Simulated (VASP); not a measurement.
Set up this calculation in VASP 6.6.1, as the native input.

```yaml
Task: single point
Functional: PBE0
Potentials_or_basis: VASP PAW PBE potentials, release 64 (Ta_sv_GW)
Cutoff: 400 eV
k_mesh: 6 × 6 × 6
Occupations: fermi-dirac, width 0.05 eV
Spin: no spin polarisation
Dipole_correction: no
Grid_for_exact_exchange_PRECFOCK: Normal
Further_INCAR_settings: ALGO = Normal; EDIFF = 1e-06; NBANDS = 12
Share_of_exact_exchange: 0.25
```

The system is Ta.

```
Ta
1.0
    -1.65128    1.65128    1.65128
     1.65128   -1.65128    1.65128
     1.65128    1.65128   -1.65128
Ta
1
Direct
  0.00000 0.00000 0.00000
```

One way to write it, as run:

POSCAR

```
Ta
1.0
   -1.6512800000      1.6512800000      1.6512800000
    1.6512800000     -1.6512800000      1.6512800000
    1.6512800000      1.6512800000     -1.6512800000
Ta
1
Direct
    0.0000000000      0.0000000000      0.0000000000
```

INCAR.step1

```
ALGO = Normal ; EDIFF = 1E-5
ENCUT = 400 ; GGA = PE
GGA_COMPAT = F ; ISIF = 2
ISMEAR = -1 ; LASPH = T
LCHARG = F ; LREAL = F
LWAVE = T ; NBANDS = 12
NELM = 120 ; PREC = Accurate
SIGMA = 0.05
```

INCAR.step2

```
AEXX = 0.25 ; ALGO = Normal
EDIFF = 1E-6 ; ENCUT = 400
GGA = PE ; GGA_COMPAT = F
ISIF = 2 ; ISMEAR = -1
ISTART = 1 ; LASPH = T
LCHARG = F ; LHFCALC = T
LREAL = F ; LWAVE = F
NBANDS = 12 ; NELM = 120
PREC = Accurate ; PRECFOCK = Normal
SIGMA = 0.05
```

KPOINTS

```
k-points
0
Gamma
  6 6 6
```

Potentials or basis: VASP PAW PBE potentials, release 64 (Ta_sv_GW).

Command:

```sh
$ cat potpaw_PBE.64/Ta_sv_GW/POTCAR > POTCAR
$ cp INCAR.step1 INCAR
$ mpirun -np 1 vasp_std > vasp.out
$ cp INCAR.step2 INCAR
$ mpirun -np 1 vasp_std > vasp.out
```

Results of the run:

```
Pressure               : 0.4 GPa
Band gap on the k mesh : zero (an odd number of electrons rules out a gap without spin polarisation)
```

Caveat: the k points lie up to 0.45 Å⁻¹ apart, too coarse for converged energies and pressures of a metal; the PAW data sets were made with another functional, which shifts forces and pressure a little; spin-orbit coupling is left out, which moves the levels of the heavy elements.

Run time: 3 min on 1 thread of Intel(R) Xeon(R) Platinum 8559C (Emerald Rapids), with other jobs on the host, peak memory 0.13 GiB.
